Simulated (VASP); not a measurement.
SiC (Moissanite 3C), 2 atoms in the cell. The structure is tetragonal, space group I-4m2 (No. 119). Conventional cell: a = 3.082 Å, b = 3.082 Å, c = 4.314 Å, α = 90.00°, β = 90.00°, γ = 90.00°. Si (site symmetry -4m2) has 4 C at 1.88 Å within 2.5 Å. Within 2.5 Å of C (site symmetry -4m2) lie 4 Si at 1.88 Å.  This cell differs from its parent crystal: z stretched by -1 %, then relaxed in part.

- Program: VASP 6.6.1
- Task: single point
- Functional: PBE
- Potentials or basis: VASP PAW PBE potentials, release 64 (Si, C)
- Cutoff: 520 eV
- k mesh: 17 × 17 × 17
- Occupations: fermi-dirac, width 0.02 eV
- Spin: no spin polarisation
- Dipole correction: no
- Further INCAR settings: ALGO = Normal; EDIFF = 1e-07; NBANDS = 11

Potentials or basis: VASP PAW PBE potentials, release 64 (Si, C).

Run with:

```sh
$ cat potpaw_PBE.64/Si/POTCAR potpaw_PBE.64/C/POTCAR > POTCAR
$ mpirun -np 1 vasp_std > vasp.out
```

Hardware: 1 thread of Intel(R) Xeon(R) Platinum 8259CL CPU @ 2.50GHz (Skylake/Cascade Lake), with other jobs on the host.

Task: Estimate the wall time of this run.

Result: Wall time 81 s on 1 thread of Intel(R) Xeon(R) Platinum 8259CL CPU @ 2.50GHz (Skylake/Cascade Lake) (shared host), peak memory 0.2 GiB. Counts: scf iterations 13, k points 405.
